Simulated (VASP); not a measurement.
# MgO (Periclase) (Fm-3m) in VASP: notebook

Runs on MgO (Periclase). Level: LDA. Tasks: single point, relaxation of volume and atoms at fixed shape.

Program: VASP 6.6.1. These are calculated values, not measurements. Logs are shortened: lines on timing, memory, paths and dates and some standing lists are left out, and cuts for length are marked.

**The experiment to reproduce.**

From “Electronic structure of alkaline earth and post-transition metal oxides”, 2009, arxiv:0908.1581, for a bulk crystal of MgO: band gap 7.83 eV.

The runs below are set against these values where they give the same quantity.

### 1 The cell of the first run

The structure is cubic, space group Fm-3m (No. 225). The conventional cell has a = 4.160 Å, b = 4.160 Å, c = 4.160 Å, α = 90.00°, β = 90.00°, γ = 90.00°. Within 2.8 Å of Mg (site symmetry m-3m) lie 6 O at 2.08 Å. Within 2.8 Å of O (site symmetry m-3m) lie 6 Mg at 2.08 Å.

### 2 Single point, LDA

Contents of INCAR:

```
SYSTEM = MgO
PREC = Accurate ; ENCUT = 600
EDIFF = 1E-6 ; ISMEAR = 0
SIGMA = 0.01 ; LREAL = .FALSE.
LASPH = .TRUE. ; NELM = 120
ALGO = Normal ; ISIF = 2
LWAVE = .FALSE. ; LCHARG = .FALSE.
GGA = CA ; NBANDS = 11
GGA_COMPAT = .FALSE.
```

Contents of KPOINTS:

```
Automatic mesh
0
G
  9 9 9
  0 0 0
```

Contents of POSCAR:

```
MgO
1.0
    0.0000000000      2.0798543876      2.0798543876
    2.0798543876      0.0000000000      2.0798543876
    2.0798543876      2.0798543876      0.0000000000
Mg O
1 1
Direct
    0.0000000000      0.0000000000      0.0000000000
    0.5000000000      0.5000000000      0.5000000000
```

Potentials or basis: VASP PAW LDA potentials, release 64 (Mg, O).

Run with:

```
$ cat potpaw_LDA.64/Mg/POTCAR potpaw_LDA.64/O/POTCAR > POTCAR
$ mpirun -np 1 vasp_std > vasp.out
```

OUTCAR:

```text
SYSTEM = MgO
   PREC = Accurate
   ENCUT = 600
   EDIFF = 1E-6
   ISMEAR = 0
   LREAL = .FALSE.
   LASPH = .TRUE.
   NELM = 120
   ISIF = 2
   GGA = CA

 ion  position               nearest neighbor table
   1  0.000  0.000  0.000-   2 2.08   2 2.08   2 2.08   2 2.08   2 2.08   2 2.08
   2  0.500  0.500  0.500-   1 2.08   1 2.08   1 2.08   1 2.08   1 2.08   1 2.08

  LATTYP: Found a face centered cubic cell.
 ALAT       =     4.1597087752

  Lattice vectors:

 A1 = (   0.0000000000,   2.0798543876,   2.0798543876)
 A2 = (   2.0798543876,   0.0000000000,   2.0798543876)
 A3 = (   2.0798543876,   2.0798543876,   0.0000000000)

Analysis of symmetry for initial positions (statically):
=====================================================================
 Subroutine PRICEL returns:
 Original cell was already a primitive cell.

 Routine SETGRP: Setting up the symmetry group for a
 face centered cubic supercell.

 Subroutine GETGRP returns: Found 48 space group operations
 (whereof 48 operations were pure point group operations)
 out of a pool of 48 trial point group operations.

The static configuration has the point symmetry O_h .

Analysis of symmetry for dynamics (positions and initial velocities):
=====================================================================
 Subroutine PRICEL returns:
 Original cell was already a primitive cell.

 Routine SETGRP: Setting up the symmetry group for a
 face centered cubic supercell.

 Subroutine GETGRP returns: Found 48 space group operations
 (whereof 48 operations were pure point group operations)
 out of a pool of 48 trial point group operations.

The dynamic configuration has the point symmetry O_h .

 Subroutine INISYM returns: Found 48 space group operations
 (whereof 48 operations are pure point group operations),
 and found     1 'primitive' translations

----------------------------------------------------------------------------------------

                                     Primitive cell

  volume of cell :      17.9940

  direct lattice vectors                    reciprocal lattice vectors
     0.000000000  2.079854388  2.079854388    -0.240401445  0.240401445  0.240401445
     2.079854388  0.000000000  2.079854388     0.240401445 -0.240401445  0.240401445
     2.079854388  2.079854388  0.000000000     0.240401445  0.240401445 -0.240401445

  length of vectors
     2.941358283  2.941358283  2.941358283     0.416387517  0.416387517  0.416387517

  position of ions in fractional coordinates (direct lattice)
     0.000000000  0.000000000  0.000000000
     0.500000000  0.500000000  0.500000000

  ion indices of the primitive-cell ions
   primitive index   ion index
                 1           1
                 2           2

----------------------------------------------------------------------------------------

 KPOINTS: Automatic mesh

Automatic generation of k-mesh.
 Grid dimensions read from file:
 generate k-points for:    9    9    9

 Generating k-lattice:

  Cartesian coordinates                     Fractional coordinates (reciprocal lattice)
    -0.026711272  0.026711272  0.026711272     0.111111111  0.000000000  0.000000000
     0.026711272 -0.026711272  0.026711272     0.000000000  0.111111111  0.000000000
     0.026711272  0.026711272 -0.026711272     0.000000000  0.000000000  0.111111111

  Length of vectors
     0.046265280  0.046265280  0.046265280

  Shift w.r.t. Gamma in fractional coordinates (k-lattice)
     0.000000000  0.000000000  0.000000000

 Subroutine IBZKPT returns following result:
 ===========================================

 Found     35 irreducible k-points:

 Following reciprocal coordinates:
            Coordinates               Weight
  0.000000  0.000000  0.000000      1.000000
  0.111111  0.000000  0.000000      8.000000
  0.222222  0.000000  0.000000      8.000000
  0.333333  0.000000  0.000000      8.000000
  0.444444  0.000000  0.000000      8.000000
  0.111111  0.111111  0.000000      6.000000
[... 16 lines left out ...]
 -0.333333  0.333333  0.000000     12.000000
  0.444444  0.444444  0.000000      6.000000
 [... further k-points ...]
   k-points           NKPTS =     35   k-points in BZ     NKDIM =     35   number of bands    NBANDS=     11
   number of dos      NEDOS =    301   number of ions     NIONS =      2
   total plane-waves  NPLWV =  13824
   dimension x,y,z NGX =    24 NGY =   24 NGZ =   24
   dimension x,y,z NGXF=    48 NGYF=   48 NGZF=   48
   ions per type =               1   1
   NGX,Y,Z   is equivalent  to a cutoff of  13.56, 13.56, 13.56 a.u.
   NGXF,Y,Z  is equivalent  to a cutoff of  27.13, 27.13, 27.13 a.u.
 SYSTEM =  MgO
   PREC   = accura    normal or accurate (medium, high low for compatibility)
   ISTART =      0    job   : 0-new  1-cont  2-samecut
   ICHARG =      2    charge: 1-file 2-atom 10-const
   ISPIN  =      1    spin polarized calculation?
   LNONCOLLINEAR =      F non collinear calculations
   LSORBIT =      F    spin-orbit coupling
   LASPH  =      T    aspherical Exc in radial PAW
   ENCUT  =  600.0 eV  44.10 Ry    6.64 a.u.   5.87  5.87  5.87*2*pi/ulx,y,z
   NELM   =    120;   NELMIN=  2; NELMDL= -5     # of ELM steps
   EDIFF  = 0.1E-05   stopping-criterion for ELM
   LREAL  =      F    real-space projection
   EDIFFG = 0.1E-04   stopping-criterion for IOM
   NSW    =      0    number of steps for IOM
   IBRION =     -1    ionic relax: 0-MD 1-quasi-New 2-CG
   NFREE  =      0    steps in history (QN), initial steepest desc. (CG)
   ISIF   =      2    stress and relaxation
   ISYM   =      2    0-nonsym 1-usesym 2-fastsym
   POTIM  = 0.5000    time-step for ionic-motion
   TEBEG  =    0.0;   TEEND  =   0.0 temperature during run
   PSTRESS=    0.0 pullay stress
   NELECT =       8.0000    total number of electrons
   NUPDOWN=      -1.0000    fix difference up-down
   EMIN   =  10.00;   EMAX   =-10.00  energy-range for DOS
   EFERMI =   0.00;   METHOD = LEGACY
   ISMEAR =     0;   SIGMA  =   0.01  broadening in eV -4-tet -1-fermi 0-gaus
   EFERMI_NEDOS =   21; number of points for ismear=-14 and -15
   IALGO  =     38    algorithm
   IMIX   =      4    mixing-type and parameters
     AMIX     =   0.40;   BMIX     =  1.00
     AMIX_MAG =   1.60;   BMIX_MAG =  1.00
  volume/ion in A,a.u.               =       9.00        60.71
  Fermi-wavevector in a.u.,A,eV,Ry     =   1.249478  2.361171 21.241346  1.561195
  Thomas-Fermi vector in A             =   2.383517
   LORBIT       =      0    0 simple, 1 ext, 2 COOP (PROOUT), +10 PAW based schemes
   GGA     = CA    functional components
   LHFCALC =     F    Hartree Fock is set to
   AEXX    =    0.0000 exact exchange contribution
   IVDW    =     0    specifies the selected vdW correction
   LEPSILON=     F    determine dielectric tensor
   LRPA    =     F    only Hartree local field effects (RPA)
 non-spin polarized calculation
 Gauss-broadening in eV      SIGMA  =   0.01
  energy-cutoff  :      600.00
  volume of cell :       17.99
 maximum number of plane-waves:       612
   NGX = 11   NGY = 11   NGZ = 11

 number of electron       8.0000000 magnetization

 Free energy of the ion-electron system (eV)
  ---------------------------------------------------
  ext. energy  EPLUGINS =         0.00000000
  ---------------------------------------------------
  free energy    TOTEN  =       -13.44813714 eV

  energy without entropy =      -13.44813714  energy(sigma->0) =      -13.44813714

 E-fermi :   3.3258     XC(G=0): -11.7739

 val. band max:        3.1687048336   @ k =   0.0000   0.0000   0.0000
 cond. band min:       8.2014259457   @ k =   0.0000   0.0000   0.0000
 fundamental gap:      5.0327211122
 Fermi energy:         3.3258456961

 k-point     1 :       0.0000    0.0000    0.0000
  band No.  band energies     occupation
      1     -14.0335      2.00000
      2       3.1687      2.00000
      3       3.1687      2.00000
      4       3.1687      2.00000
      5       8.2014      0.00000
      6      18.9002      0.00000
      7      18.9002      0.00000
      8      18.9002      0.00000
      9      23.0239      0.00000
     10      24.7144      0.00000
     11      24.7144      0.00000

 k-point     2 :       0.1111    0.0000    0.0000
  band No.  band energies     occupation
      1     -13.8893      2.00000
      2       2.3679      2.00000
      3       3.0788      2.00000
      4       3.0788      2.00000
      5       8.9421      0.00000
      6      17.4726      0.00000
      7      19.2084      0.00000
      8      19.2084      0.00000
      9      23.9082      0.00000
     10      23.9082      0.00000
     11      24.9686      0.00000

 k-point     3 :       0.2222    0.0000    0.0000
  band No.  band energies     occupation
      1     -13.4996      2.00000
      2       0.8017      2.00000
      3       2.8598      2.00000
      4       2.8598      2.00000
      5      10.2294      0.00000
      6      15.9628      0.00000
      7      19.7685      0.00000
      8      19.7685      0.00000
      9      23.3123      0.00000
     10      23.3123      0.00000
     11      25.6041      0.00000

 k-point     4 :       0.3333    0.0000    0.0000
  band No.  band energies     occupation
      1     -13.0020      2.00000
      2      -0.6759      2.00000
      3       2.6249      2.00000
      4       2.6249      2.00000
      5      10.9968      0.00000
      6      15.5994      0.00000
      7      19.8001      0.00000
      8      19.8001      0.00000
      9      24.1604      0.00000
     10      24.1604      0.00000
     11      24.8604      0.00000

 k-point     5 :       0.4444    0.0000    0.0000
  band No.  band energies     occupation
      1     -12.6353      2.00000
      2      -1.5770      2.00000
      3       2.4787      2.00000
      4       2.4787      2.00000
      5      11.1389      0.00000
      6      15.9209      0.00000
      7      19.5894      0.00000
      8      19.5894      0.00000
      9      24.3576      0.00000
     10      25.5353      0.00000
     11      25.5353      0.00000
[... 211 lines left out ...]
 k-point    21 :       0.4444    0.3333    0.0000
  band No.  band energies     occupation
      1     -12.4846      2.00000
      2      -0.7890      2.00000
      3       1.5748      2.00000
      4       1.9185      2.00000
      5      12.7831      0.00000
      6      13.5182      0.00000
      7      16.5126      0.00000
      8      21.7584      0.00000
      9      21.9091      0.00000
     10      28.9298      0.00000
     11      30.1790      0.00000

 k-point    22 :      -0.4444    0.3333    0.0000
  band No.  band energies     occupation
      1     -12.3105      2.00000
      2      -0.7156      2.00000
      3       0.6780      2.00000
      4       1.9372      2.00000
      5      13.0833      0.00000
      6      14.7666      0.00000
      7      16.0250      0.00000
      8      21.5020      0.00000
      9      21.7685      0.00000
     10      28.8991      0.00000
     11      30.6192      0.00000

 k-point    23 :      -0.3333    0.3333    0.0000
  band No.  band energies     occupation
      1     -12.3251      2.00000
      2      -0.2383      2.00000
      3      -0.0804      2.00000
      4       2.0996      2.00000
      5      13.5143      0.00000
      6      15.4827      0.00000
      7      15.8705      0.00000
      8      21.1003      0.00000
      9      22.2084      0.00000
     10      26.4818      0.00000
     11      30.9756      0.00000

 k-point    24 :       0.4444    0.4444    0.0000
  band No.  band energies     occupation
      1     -12.3525      2.00000
      2      -1.0635      2.00000
      3       1.7781      2.00000
      4       1.7781      2.00000
      5      12.1987      0.00000
      6      13.2786      0.00000
      7      16.4603      0.00000
      8      22.2756      0.00000
      9      22.2756      0.00000
     10      29.2139      0.00000
     11      29.8318      0.00000

 [... further k-points ...]

------------------------ aborting loop because EDIFF is reached ----------------------------------------

  FORCE on cell =-STRESS in cart. coord.  units (eV):
  Direction    XX          YY          ZZ          XY          YZ          ZX
  --------------------------------------------------------------------------------------
  -------------------------------------------------------------------------------------
  Total       -0.2261853     -0.2261853     -0.2261853     -0.0000000      0.0000000      0.0000000
  in kB      -20.1393861    -20.1393861    -20.1393861     -0.0000000      0.0000000      0.0000000
  external PRESSURE =     -20.1393861 kB  Pullay stress =       0.0000000 kB

 VOLUME and BASIS-vectors are now :
 -----------------------------------------------------------------------------
  energy-cutoff  :      600.00
  volume of cell :       17.99
      direct lattice vectors                 reciprocal lattice vectors
     0.000000000  2.079854388  2.079854388    -0.240401445  0.240401445  0.240401445
     2.079854388  0.000000000  2.079854388     0.240401445 -0.240401445  0.240401445
     2.079854388  2.079854388  0.000000000     0.240401445  0.240401445 -0.240401445

 POSITION                                       TOTAL-FORCE (eV/Angst)
 -----------------------------------------------------------------------------------
      0.00000      0.00000      0.00000         0.000000      0.000000     -0.000000
      2.07985      2.07985      2.07985        -0.000000     -0.000000      0.000000
 -----------------------------------------------------------------------------------
    total drift:                               -0.000000     -0.000000      0.000000

  FREE ENERGIE OF THE ION-ELECTRON SYSTEM (eV)
  ---------------------------------------------------
  free  energy   TOTEN  =       -13.4481371430 eV

  energy  without entropy=      -13.4481371430  energy(sigma->0) =      -13.44813714
```

Wall time 8.7 s (1 thread of Intel Xeon 8259CL, shared host); peak memory 0.13 GiB.

Results:

```yaml
Free_energy: -13.4481 eV
Pressure: -2.0 GPa
Band_gap_on_the_k_mesh: 5.03 eV, direct
```

(Continued in part 2 of 2.)
